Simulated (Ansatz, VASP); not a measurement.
**PdS3 in VASP and in Ansatz**

```
Pd S
1.0
     4.22890    0.00000    0.00000
     0.00000    4.22890    0.00000
     0.00000    0.00000    4.22890
Pd S
1 3
Direct
  0.00000 0.00000 0.00000
  0.00000 0.50000 0.50000
  0.50000 0.00000 0.50000
  0.50000 0.50000 0.00000
```

Alike in both runs: task relaxation of cell and atoms; functional PBE; k mesh 4 × 4 × 4; occupations gaussian, width 0.1 eV; no spin polarisation.

|  | VASP | Ansatz |
| --- | --- | --- |
| version | VASP 6.6.1 | Ansatz 0.2.0 |
| potentials or method | VASP PAW PBE potentials, release 64 (Pd, S), cutoff 600 eV | scalar-relativistic, plane waves, PAW |
| valence electrons in the cell | 28 | 36 |

```tsv
	VASP	Ansatz	Ansatz less VASP
gap on the k mesh at the Fermi level, each at its own relaxed structure (eV)	none	none	-
relaxed volume (Å³/atom)	16.13	16.12	-0.012
relaxed cell length with the largest relative difference (Å)	4.011	4.010	-0.0010
```

A gap of «none» marks a metal or a gap that the smearing closes. VASP's potentials hold 28 valence electrons a cell and Ansatz's 36, so a difference there can come from the potentials and not from the codes.

The k mesh is coarse, so the values compare programs but aren't converged.
